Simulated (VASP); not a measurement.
A run of VASP 6.6.1 is set up as follows.

INCAR

```
  PREC = Accurate
  ENCUT = 600
  EDIFF = 1E-6
  ISMEAR = 0
  SIGMA = 0.02
  LREAL = F
  LASPH = T
  NELM = 120
  ALGO = Normal
  ISIF = 2
  LWAVE = F
  LCHARG = F
  GGA = PE
  NBANDS = 11
  GGA_COMPAT = F
```

File KPOINTS:

```
regular mesh
0
Gamma
  10 10 10
```

POSCAR

```
SiC
1.0
    0.0000000000      2.1898068966      2.1898068966
    2.1898068966      0.0000000000      2.1898068966
    2.1898068966      2.1898068966      0.0000000000
Si C
1 1
Direct
    0.0000000000      0.0000000000      0.0000000000
    0.2500000000      0.2500000000      0.2500000000
```

Potentials or basis: VASP PAW PBE potentials, release 64 (Si, C).

Command:

```sh
$ cat potpaw_PBE.64/Si/POTCAR potpaw_PBE.64/C/POTCAR > POTCAR
$ mpirun -np 1 vasp_std > vasp.out
```

Question: Predict the pressure.

Answer: -0.2 GPa.

Question: What does it give for the band gap on the k mesh?

Answer: 1.37 eV (least direct gap 4.53 eV).

A k mesh can miss the band edges.
